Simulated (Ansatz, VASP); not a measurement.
**Two plane-wave programs on Al3Ni2**

```
CELL_PARAMETERS angstrom
4.00314 0.00000 0.00000
-2.00157 3.46682 0.00000
0.00000 0.00000 4.61649
ATOMIC_POSITIONS crystal
Al 0.00000 0.00000 0.00000
Al 0.33333 0.66667 0.64778
Al 0.66667 0.33333 0.35222
Ni 0.33333 0.66667 0.14557
Ni 0.66667 0.33333 0.85443
```

Change from the starting cell: strain +0.000 along x and y, -0.050 along z, atoms carried along.

Alike in both runs: task single point; functional PBEsol; k mesh 12 × 12 × 10; occupations gaussian, width 0.15 eV; no spin polarisation.

|  | VASP | Ansatz |
| --- | --- | --- |
| version | VASP 6.6.1 | Ansatz 0.2.0 |
| potentials or method | VASP PAW PBE potentials, release 64 (Al, Ni), cutoff 520 eV | scalar-relativistic, plane waves, PAW |
| valence electrons in the cell | 29 | 45 |

|  | VASP | Ansatz | Ansatz less VASP |
| --- | --- | --- | --- |
| gap on the k mesh at the Fermi level (eV) | none | none | - |
| pressure (GPa) | 9.1 | 9.0 | -0.06 |
| traceless stress, the component that is largest in VASP (GPa) | 10.39 | 10.40 | +0.017 |
| rms of the force components (eV/Å) | 0.057 | 0.059 | +0.0015 |

VASP's potentials were made for PBE, not for PBEsol. Atom by atom the forces differ by 0.006 eV/Å (rms over components). A gap of «none» marks a metal or a gap that the smearing closes. VASP's potentials hold 29 valence electrons a cell and Ansatz's 45, so a difference there can come from the potentials and not from the codes.
